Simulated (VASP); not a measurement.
Set up this calculation in VASP 6.6.1, as the native input.

```
Task                   : single point
Functional             : PBEsol
Potentials or basis    : VASP PAW PBE potentials, release 64 (Cu_sv_GW, O)
Cutoff                 : 820 eV
k mesh                 : 10 × 10 × 5
Occupations            : fermi-dirac, width 0.05 eV
Spin                   : no spin polarisation
Hubbard terms          : Cu d U = 4.5 eV
Dipole correction      : no
Further INCAR settings : ALGO = Normal; EDIFF = 1e-06; NBANDS = 33
```

The structure of CuO lies in POSCAR:

```
CuO
1.0
    2.0567678271     -2.0513690689      0.1621902177
    2.0567678271      2.0513690689      0.1621902177
   -0.4049047299      0.0000000000      5.0972139549
Cu O
2 2
Direct
   -0.0057499573      0.4942498878      0.0018499982
    0.4942498878     -0.0057499573      0.5018499982
    0.4944143387      0.4940857308      0.2518500018
    0.4940857308      0.4944143387      0.7518500018
```

The input as run:

INCAR

```
PREC     = Accurate       # precision mode
ENCUT    = 820            # plane-wave cutoff, eV
EDIFF    = 1E-6           # SCF threshold, eV
ISMEAR   = -1             # smearing method
SIGMA    = 0.05           # smearing width, eV
LREAL    = False          # projectors in reciprocal space
LASPH    = True           # aspherical terms in the spheres
NELM     = 200            # most SCF steps
ALGO     = Normal         # electronic algorithm
ISIF     = 2              # what is computed and relaxed
LWAVE    = False          # write WAVECAR
LCHARG   = False          # write CHGCAR
LMAXMIX  = 4              # l up to which the mixer works
LDAU     = True           # DFT+U
LDAUTYPE = 2            
LDAUL    = 2 -1           # shell
LDAUU    = 4.5 0          # U, eV
LDAUJ    = 0 0          
LDAUPRINT= 1            
GGA      = PS             # functional
NBANDS   = 33             # bands
GGA_COMPAT= False
```

KPOINTS

```
regular mesh
0
Gamma
  10 10 5
```

Potentials or basis: VASP PAW PBE potentials, release 64 (Cu_sv_GW, O).

Launch:

```sh
$ cat potpaw_PBE.64/Cu_sv_GW/POTCAR potpaw_PBE.64/O/POTCAR > POTCAR
$ mpirun -np 1 vasp_std > vasp.out
```

Results of the run:

* Pressure: -3.5 GPa
* Band gap on the k mesh: zero (bands 25 and 26 overlap by 1.00 eV)

Caveat: the cell stands under tension; the PAW data sets were made with another functional, which shifts forces and pressure a little; U without spin polarisation on a metal has little footing.

It took 5.5 min on 1 thread of Intel(R) Xeon(R) Platinum 8375C CPU @ 2.90GHz (Ice Lake), on a shared host, peak memory 0.48 GiB.
